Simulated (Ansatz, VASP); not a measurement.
# One calculation of SiC, two programs

Contents of INCAR:

```
PREC = Accurate
ENCUT = 520
EDIFF = 1E-7
ISMEAR = 0
SIGMA = 0.05
LREAL = False
LASPH = True
NELM = 100
ALGO = Normal
ISIF = 2
LWAVE = False
LCHARG = False
GGA = PE
NBANDS = 26
```

The input KPOINTS:

```
Automatic mesh
0
Gamma
  12 12 4
```

Contents of POSCAR:

```
SiC
1.0
    3.2385000000      0.0000000000      0.0000000000
   -1.6192500000      2.8046232702      0.0000000000
    0.0000000000      0.0000000000      9.3188000000
Si C
4 4
Direct
    0.6666666667      0.3333333333      0.9378436843
    0.3333333333      0.6666666667      0.4378436843
    0.0000000000      0.0000000000      0.6878989045
    0.0000000000      0.0000000000      0.1878989045
    0.6666666667      0.3333333333      0.7498087506
    0.3333333333      0.6666666667      0.2498087506
    0.0000000000      0.0000000000      0.5004476606
    0.0000000000      0.0000000000      0.0004476606
```

Input for Ansatz:

```yaml
crystal:
  lattice:
    - [3.2385, 0.0, 0.0]
    - [-1.61925, 2.8046232702, 0.0]
    - [0.0, 0.0, 9.3188]
  atoms:
    - { symbol: Si, position: [0.6666666667, 0.3333333333, 0.9378436843] }
    - { symbol: Si, position: [0.3333333333, 0.6666666667, 0.4378436843] }
    - { symbol: Si, position: [0.0, 0.0, 0.6878989045] }
    - { symbol: Si, position: [0.0, 0.0, 0.1878989045] }
    - { symbol: C, position: [0.6666666667, 0.3333333333, 0.7498087506] }
    - { symbol: C, position: [0.3333333333, 0.6666666667, 0.2498087506] }
    - { symbol: C, position: [0.0, 0.0, 0.5004476606] }
    - { symbol: C, position: [0.0, 0.0, 0.0004476606] }
basis:
  ecutwfc: 520.0
kpoints:
  mp_grid: { grid: [12, 12, 4] }
hamiltonian:
  xc: pbe
  pseudopotentials: { kind: paw, azcp: { folder: soft_1 } }
scf:
  occupations: { method: gaussian, width: 0.05 }
output:
  forces: true
  stress: true
  eigenvalues: true
```

Alike in both runs: task single point; functional PBE; k mesh 12 × 12 × 4; occupations gaussian, width 0.05 eV; no spin polarisation.

|  | VASP | Ansatz |
| --- | --- | --- |
| version | VASP 6.6.1 | Ansatz 0.2.0 |
| potentials or method | VASP PAW PBE potentials, release 64 (Si, C), cutoff 520 eV | scalar-relativistic, plane waves, PAW |
| valence electrons in the cell | 32 | 32 |

```csv
,VASP,Ansatz,Ansatz less VASP
gap on the k mesh at the Fermi level (eV),1.46,1.47,+0.015
least direct gap on the mesh (eV),2.45,2.46,+0.005
pressure (GPa),3.2,3.3,+0.04
"traceless stress, the component that is largest in VASP (GPa)",49.68,49.53,-0.150
rms of the force components (eV/Å),1.183,1.185,+0.0018
```

Atom by atom the forces differ by 0.002 eV/Å (rms over components).
